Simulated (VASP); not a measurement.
Wanted: the native input for a VASP 6.6.1 run.

```yaml
Task: single point
Functional: r2SCAN
Dispersion: rVV10
Potentials_or_basis: VASP PAW PBE potentials, release 64 (Ca_sv, Si, H)
Cutoff: 520 eV
k_mesh: 8 × 6 × 6
Occupations: fermi-dirac, width 0.03 eV
Spin: no spin polarisation
Dipole_correction: no
Further_INCAR_settings: ALGO = Normal; EDIFF = 1e-06; NBANDS = 20
```

CaSiH6:

```
Ca Si H
1.0
     3.08070    0.00000    0.00000
     0.00000    2.87698    3.64247
     0.00000   -2.87698    3.64247
Ca Si H
1 1 6
Direct
  0.50000 0.57796 0.57796
  0.00000 0.96932 0.96932
  0.00000 0.90842 0.31510
  0.00000 0.31510 0.90842
  0.00000 0.38853 0.38853
  0.50000 0.68883 0.04363
  0.50000 0.04363 0.68883
  0.50000 0.10821 0.10821
```

The input as run:

POSCAR

```
CaSiH6
1.0
    3.0806967817      0.0000000000      0.0000000000
    0.0000000000      2.8769782507      3.6424676113
    0.0000000000     -2.8769782507      3.6424676113
Ca Si H
1 1 6
Direct
    0.5000000000      0.5779614137      0.5779614137
    0.0000000000      0.9693219921      0.9693219921
    0.0000000000      0.9084234292      0.3150951005
    0.0000000000      0.3150951005      0.9084234292
    0.0000000000      0.3885282258      0.3885282258
    0.5000000000      0.6888338809      0.0436310987
    0.5000000000      0.0436310987      0.6888338809
    0.5000000000      0.1082058590      0.1082058590
```

INCAR.step1

```
SYSTEM = CaSiH6
PREC     = Accurate       ! precision mode
ENCUT    = 520            ! plane-wave cutoff, eV
ISMEAR   = -1             ! smearing method
SIGMA    = 0.03           ! smearing width, eV
LREAL    = .False.        ! projectors in reciprocal space
LASPH    = .True.         ! aspherical terms in the spheres
NELM     = 80             ! most SCF steps
NBANDS   = 20             ! bands
GGA      = PE             ! functional
ALGO     = Normal         ! electronic algorithm
EDIFF    = 1E-4           ! SCF threshold, eV
LWAVE    = .True.         ! write WAVECAR
LCHARG   = .False.        ! write CHGCAR
```

INCAR.step2

```
SYSTEM = CaSiH6
PREC     = Accurate       ! precision mode
ENCUT    = 520            ! plane-wave cutoff, eV
EDIFF    = 1E-6           ! SCF threshold, eV
ISMEAR   = -1             ! smearing method
SIGMA    = 0.03           ! smearing width, eV
LREAL    = .False.        ! projectors in reciprocal space
LASPH    = .True.         ! aspherical terms in the spheres
NELM     = 80             ! most SCF steps
ALGO     = Normal         ! electronic algorithm
ISIF     = 2              ! what is computed and relaxed
LWAVE    = .False.        ! write WAVECAR
LCHARG   = .True.         ! write CHGCAR
METAGGA  = R2SCAN         ! meta-GGA
LMIXTAU  = .True.       
LUSE_VDW = .True.       
IVDW_NL  = 2            
BPARAM   = 11.95        
CPARAM   = 0.0093       
LELF     = .True.         ! ELF
LVHAR    = .True.       
NBANDS   = 20             ! bands
ISTART   = 1
```

KPOINTS

```
regular mesh
0
Gamma
  8 6 6
  0 0 0
```

Potentials or basis: VASP PAW PBE potentials, release 64 (Ca_sv, Si, H).

Launch:

```bash
$ cat potpaw_PBE.64/Ca_sv/POTCAR potpaw_PBE.64/Si/POTCAR potpaw_PBE.64/H/POTCAR > POTCAR
$ cp INCAR.step1 INCAR
$ mpirun -np 1 vasp_std > vasp.out
$ cp INCAR.step2 INCAR
$ mpirun -np 1 vasp_std > vasp.out
```

It gave:

The pressure is 0.1 GPa and the largest force is 0.034 eV/Å. The band gap on the k mesh is zero (bands 10 and 11 overlap by 2.50 eV).

Caveat: the PAW data sets were made with another functional, which shifts forces and pressure a little.

It took 9.5 min on 1 thread of Oxide Virtual Turin-like Processor, with other jobs on the host, peak memory 0.32 GiB.
